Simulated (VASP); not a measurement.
Write the native input for VASP 6.6.1 that does the following.

- Task: single point
- Functional: PBE
- Potentials or basis: VASP PAW PBE potentials, release 64 (Al, Ru_pv)
- Cutoff: 520 eV
- k mesh: 14 × 14 × 8
- Occupations: gaussian, width 0.15 eV
- Spin: no spin polarisation
- Dipole correction: no
- Further INCAR settings: ALGO = Fast; EDIFF = 1e-06; NBANDS = 25

The structure of AlRu lies in POSCAR:

```
AlRu
1.0
    3.0038895946      0.0000000000      0.0000000000
    0.0000000000      3.0038895946      0.0000000000
    0.0000000000      0.0000000000      6.0077791893
Al Ru
2 2
Direct
    0.0000000000      0.0000000000      0.0000000000
    0.0000000000      0.0000000000      0.5000000000
    0.5000000000      0.5000000000      0.2500000000
    0.5000000000      0.5000000000      0.7500000000
```

These files were run (other wordings do the same):

INCAR

```
PREC = Accurate ; ENCUT = 520
EDIFF = 1E-6 ; ISMEAR = 0
SIGMA = 0.15 ; LREAL = False
LASPH = True ; NELM = 80
ALGO = Fast ; ISIF = 2
LWAVE = False ; LCHARG = True
GGA = PE ; LELF = True
LVHAR = True ; NBANDS = 25
```

KPOINTS

```
Automatic mesh
0
Gamma
  14 14 8
```

Potentials or basis: VASP PAW PBE potentials, release 64 (Al, Ru_pv).

Launch:

```sh
$ cat potpaw_PBE.64/Al/POTCAR potpaw_PBE.64/Ru_pv/POTCAR > POTCAR
$ mpirun -np 1 vasp_std > vasp.out
```

It gave:

| Quantity | Value |
| --- | --- |
| Pressure | 0.1 GPa |
| Band gap on the k mesh | zero (band 17 reaches 12.42 eV, above the bottom of band 18 at 9.40 eV) |

Wall time 4.6 min on 1 thread of AMD EPYC 7R13 (shared host), peak memory 0.29 GiB.
